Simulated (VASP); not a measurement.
CdS (Greenockite), 4 atoms in the cell. The structure is hexagonal, space group P6_3mc (No. 186). The conventional cell has a = 4.123 Å, b = 4.123 Å, c = 6.711 Å, α = 90.00°, β = 90.00°, γ = 120.00°. Cd (site symmetry 3m) has 4 S at 2.52 Å within 3.3 Å. S (site symmetry 3m) has 4 Cd at 2.52 Å within 3.3 Å. 

| Quantity | Value |
| --- | --- |
| Program | VASP 6.6.1 |
| Task | single point |
| Functional | PBEsol |
| Potentials or basis | VASP PAW PBE potentials, release 64 (Cd, S) |
| Cutoff | 520 eV |
| k mesh | 6 × 6 × 4 |
| Occupations | gaussian, width 0.01 eV |
| Spin | no spin polarisation |
| Dipole correction | no |
| Further INCAR settings | ALGO = Normal; EDIFF = 1e-06; NBANDS = 26 |

Potentials or basis: VASP PAW PBE potentials, release 64 (Cd, S).

The run is started by

```bash
$ cat potpaw_PBE.64/Cd/POTCAR potpaw_PBE.64/S/POTCAR > POTCAR
$ mpirun -np 1 vasp_std > vasp.out
```

Hardware: 1 thread of AMD EPYC 7R43 64-Core Processor (Zen 3), on a shared host.

Task: How long does it take, and how much memory?

Result: Wall time 87 s on 1 thread of AMD EPYC 7R43 64-Core Processor (Zen 3), on a shared host, peak memory 0.19 GiB. Counts: scf iterations 14, k points 21.
